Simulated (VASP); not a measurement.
Here is a VASP 6.6.1 calculation.

File INCAR:

```
SYSTEM = Os
PREC = Accurate
ENCUT = 520
EDIFF = 1E-6
ISMEAR = -1
SIGMA = 0.1
LREAL = .False.
LASPH = .True.
NELM = 60
ALGO = Normal
ISIF = 2
LWAVE = .False.
LCHARG = .False.
GGA = RE
NBANDS = 10
```

The input KPOINTS:

```
Automatic mesh
0
Gamma
  16 16 16
  0 0 0
```

Contents of POSCAR:

```
Os
1.0
    0.0000000000      2.0079318912      2.0079318912
    2.0079318912      0.0000000000      2.0079318912
    2.0079318912      2.0079318912      0.0000000000
Os
1
Direct
    0.0000000000      0.0000000000      0.0000000000
```

Potentials or basis: VASP PAW PBE potentials, release 64 (Os).

Launch:

```bash
$ cat potpaw_PBE.64/Os/POTCAR > POTCAR
$ mpirun -np 1 vasp_std > vasp.out
```

(1) What does it give for the pressure?

(2) Predict the band gap on the k mesh.

Answers

(1) -33.3 GPa.

(2) zero (band 4 reaches 9.45 eV, above the bottom of band 5 at 6.02 eV).

Caveat: the PAW data sets were made with another functional, which shifts forces and pressure a little; spin-orbit coupling is left out, which moves the levels of the heavy elements.
